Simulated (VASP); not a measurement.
Wanted: the native input for a VASP 6.6.1 run.

* Task: single point
* Functional: PBE
* Potentials or basis: VASP PAW PBE potentials, release 64 (Ni, Si)
* Cutoff: 520 eV
* k mesh: 15 × 15 × 15
* Occupations: fermi-dirac, width 0.1 eV
* Spin: no spin polarisation
* Dipole correction: no
* Further INCAR settings: ALGO = Normal; EDIFF = 1e-06; NBANDS = 14

The structure of SiNi (rocksalt type) lies in POSCAR:

```
SiNi
1.0
    0.0000000000      2.3703144473      2.3703144473
    2.3703144473      0.0000000000      2.3703144473
    2.3703144473      2.3703144473      0.0000000000
Ni Si
1 1
Direct
    0.0000000000      0.0000000000      0.0000000000
    0.5000000000      0.5000000000      0.5000000000
```

These files were run (other wordings do the same):

INCAR

```
SYSTEM = SiNi
PREC = Accurate
ENCUT = 520
EDIFF = 1E-6
ISMEAR = -1
SIGMA = 0.1
LREAL = .FALSE.
LASPH = .TRUE.
NELM = 80
ALGO = Normal
ISIF = 2
LWAVE = .FALSE.
LCHARG = .TRUE.
GGA = PE
LELF = .TRUE.
LVHAR = .TRUE.
NBANDS = 14
```

KPOINTS

```
Automatic mesh
0
G
  15 15 15
  0 0 0
```

Potentials or basis: VASP PAW PBE potentials, release 64 (Ni, Si).

Run with:

```sh
$ cat potpaw_PBE.64/Ni/POTCAR potpaw_PBE.64/Si/POTCAR > POTCAR
$ mpirun -np 1 vasp_std > vasp.out
```

It gave:

The pressure is 0.0 GPa and the band gap on the k mesh is zero (band 7 reaches 13.01 eV, above the bottom of band 8 at 8.20 eV).

It took 99 s on 1 thread of AMD EPYC 7R13 (shared host), peak memory 0.16 GiB.
